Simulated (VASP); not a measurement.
Set up this calculation in VASP 6.6.1, as the native input.

```yaml
Task: single point
Functional: r2SCAN
Potentials_or_basis: VASP PAW PBE potentials, release 64 (Al)
Cutoff: 520 eV
k_mesh: 26 × 26 × 26
Occupations: gaussian, width 0.15 eV
Spin: no spin polarisation
Dipole_correction: no
Further_INCAR_settings: ALGO = Normal; EDIFF = 1e-07; NBANDS = 8
```

Crystal: Al.

```
CELL_PARAMETERS angstrom
-1.65416 1.65416 1.59437
1.65416 -1.65416 1.59437
1.53458 1.53458 -1.59437
ATOMIC_POSITIONS crystal
Al 0.00000 0.00000 0.00000
```

This cell differs from its parent crystal: strain -0.0750 x Voigt [0, 0, 0, 0, 0, 1].

One way to write it, as run:

POSCAR

```
Al
1.0
   -1.6541573972      1.6541573972      1.5943685756
    1.6541573972     -1.6541573972      1.5943685756
    1.5345797540      1.5345797540     -1.5943685756
Al
1
Direct
    0.0000000000      0.0000000000      0.0000000000
```

INCAR.step1

```
PREC     = Accurate       # precision mode
ENCUT    = 520            # plane-wave cutoff, eV
ISMEAR   = 0              # smearing method
SIGMA    = 0.15           # smearing width, eV
LREAL    = F              # projectors in reciprocal space
LASPH    = T              # aspherical terms in the spheres
NELM     = 80             # most SCF steps
NBANDS   = 8              # bands
GGA      = PE             # functional
ALGO     = Normal         # electronic algorithm
EDIFF    = 1E-4           # SCF threshold, eV
LWAVE    = T              # write WAVECAR
LCHARG   = F              # write CHGCAR
```

INCAR.step2

```
PREC     = Accurate       # precision mode
ENCUT    = 520            # plane-wave cutoff, eV
EDIFF    = 1E-7           # SCF threshold, eV
ISMEAR   = 0              # smearing method
SIGMA    = 0.15           # smearing width, eV
LREAL    = F              # projectors in reciprocal space
LASPH    = T              # aspherical terms in the spheres
NELM     = 80             # most SCF steps
ALGO     = Normal         # electronic algorithm
ISIF     = 2              # what is computed and relaxed
LWAVE    = F              # write WAVECAR
LCHARG   = F              # write CHGCAR
METAGGA  = R2SCAN         # meta-GGA
LMIXTAU  = T            
NBANDS   = 8              # bands
ISTART   = 1
```

KPOINTS

```
Automatic mesh
0
Gamma
  26 26 26
```

Potentials or basis: VASP PAW PBE potentials, release 64 (Al).

The run is started by

```sh
$ cat potpaw_PBE.64/Al/POTCAR > POTCAR
$ cp INCAR.step1 INCAR
$ mpirun -np 1 vasp_std > vasp.out
$ cp INCAR.step2 INCAR
$ mpirun -np 1 vasp_std > vasp.out
```

Results of the run:

| Property | Result |
| --- | --- |
| Pressure | 0.3 GPa |
| Band gap on the k mesh | zero (an odd number of electrons rules out a gap without spin polarisation) |

Caveat: the cell differs from its parent crystal (strain -0.0750 x Voigt [0, 0, 0, 0, 0, 1]); the PAW data sets were made with another functional, which shifts forces and pressure a little.

It took 17 min on 1 thread of Intel Xeon 8259CL (shared host), peak memory 0.37 GiB.
